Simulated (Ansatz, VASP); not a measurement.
**Hf in VASP and in Ansatz**

```
Hf
1.0
    -1.63051    1.63051    1.63051
     1.63051   -1.63051    1.63051
     1.63051    1.63051   -1.63051
Hf
1
Direct
  0.00000 0.00000 0.00000
```

Alike in both runs: task single point; functional PBE; k mesh 18 × 18 × 18; occupations gaussian, width 0.1 eV; no spin polarisation.

```csv
,VASP,Ansatz
version,VASP 6.6.1,Ansatz 0.2.0
potentials or method,"VASP PAW PBE potentials, release 64 (Hf_pv), cutoff 520 eV","scalar-relativistic, plane waves, PAW"
valence electrons in the cell,10,26
```

```csv
,VASP,Ansatz,Ansatz less VASP
gap on the k mesh at the Fermi level (eV),none,none,-
pressure (GPa),36.8,37.1,+0.36
```

A gap of «none» marks a metal or a gap that the smearing closes. Both programs put the cell under a high pressure, so it lies far from rest at this level. With one functional, cell and mesh, what is left measures potentials, basis and numerics. VASP's potentials hold 10 valence electrons a cell and Ansatz's 26, so a difference there can come from the potentials and not from the codes.

Spin-orbit coupling is off throughout.
